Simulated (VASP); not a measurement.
Runs of VASP 6.6.1 on Ru. The structure is that of space group Im-3m (No. 229), or close to it. The cells are those of the table. 

```tsv
task	spin	cell	k mesh	cutoff (eV)	smearing	gap on the mesh (eV)	pressure (GPa)	moment (μB)
single point	collinear, ferromagnetic start	a = 2.655 Å, angles 109.5°, 1 atom	15 × 15 × 15	520	fermi-dirac 0.05 eV	none	(a)	0.00
single point	collinear, ferromagnetic start	a = 2.544 Å, angles 109.5°, 1 atom	16 × 16 × 16	520	fermi-dirac 0.05 eV	none	(b)	0.00
single point	collinear, ferromagnetic start	a = 2.582 Å, angles 109.5°, 1 atom	16 × 16 × 16	520	fermi-dirac 0.05 eV	none	19.1	0.00
single point	collinear, ferromagnetic start	a = 2.619 Å, angles 109.5°, 1 atom	16 × 16 × 16	520	fermi-dirac 0.05 eV	none	3.9	0.00
relaxation of cell and atoms	collinear, ferromagnetic start	relaxed from a = 2.602 Å, angles 109.5°, 1 atom	15 × 15 × 15	600	fermi-dirac 0.05 eV	none	0.0	0.00
single point	off	a = 2.626 Å, angles 109.5°, 1 atom	7 × 7 × 7	550	fermi-dirac 0.1 eV	none	1.2	-
```

Alike in all rows: level r2SCAN; potentials or basis VASP PAW PBE potentials, release 64 (Ru_pv).

**Question.** Estimate the missing entries.

**Answer.** (a) -8.3; (b) 38.4.

Caveats: some runs use coarse meshes; the PAW data sets were made with another functional, which shifts forces and pressure a little.

A k mesh can miss the band edges, and the runs leave out spin-orbit coupling on Ru.

A gap of «none» marks levels without a gap at the run's occupations.
